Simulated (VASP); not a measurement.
Set up this calculation in VASP 6.6.1, as the native input.

- Task: electric field gradients
- Functional: LDA
- Potentials or basis: VASP PAW LDA potentials, release 64 (Ba_sv, S)
- Cutoff: 400 eV
- k mesh: 7 × 7 × 7
- Occupations: fermi-dirac, width 0.01 eV
- Spin: no spin polarisation
- Dipole correction: no
- Further INCAR settings: ALGO = Normal; EDIFF = 1e-08; NBANDS = 15

The structure of BaS lies in POSCAR:

```
BaS
1.0
    0.0000000000      3.2576250000      3.1937500000
    3.2576250000      0.0000000000      3.1937500000
    3.2576250000      3.2576250000      0.0000000000
Ba S
1 1
Direct
    0.0000000000      0.0000000000      0.0000000000
    0.5000000000      0.5000000000      0.5000000000
```

This cell differs from its parent crystal: equal xx and yy strain of +2 %.

One way to write it, as run:

INCAR

```
ALGO     = Normal         # electronic algorithm
EDIFF    = 1E-8           # SCF threshold, eV
ENCUT    = 400            # plane-wave cutoff, eV
GGA_COMPAT= False        
ISIF     = 2              # what is computed and relaxed
ISMEAR   = -1             # smearing method
LASPH    = True           # aspherical terms in the spheres
LCHARG   = False          # write CHGCAR
LEFG     = True         
LREAL    = False          # projectors in reciprocal space
LWAVE    = False          # write WAVECAR
NBANDS   = 15             # bands
NELM     = 120            # most SCF steps
PREC     = Accurate       # precision mode
SIGMA    = 0.01           # smearing width, eV
```

KPOINTS

```
k-points
0
Gamma
  7 7 7
```

Potentials or basis: VASP PAW LDA potentials, release 64 (Ba_sv, S).

The run is started by

```sh
$ cat potpaw_LDA.64/Ba_sv/POTCAR potpaw_LDA.64/S/POTCAR > POTCAR
$ mpirun -np 1 vasp_std > vasp.out
```

Results of the run:

The pressure is -3.3 GPa and the band gap on the k mesh is 1.98 eV (least direct gap 2.15 eV). The largest electric field gradient by atom is Ba -25.9; S -7.5 V/Å².

Caveat: the cell differs from its parent crystal (equal xx and yy strain of +2 %); the cell stands under tension; without QUAD_EFG the Cq values of the log hold for a quadrupole moment of 1 mb, not for the nuclei; spin-orbit coupling is left out, which moves the levels of the heavy elements; an odd mesh through Γ misses points on the zone boundary, where band edges can lie.

Wall time 53 s on 1 thread of Intel Xeon 8259CL (shared host), peak memory 0.16 GiB.
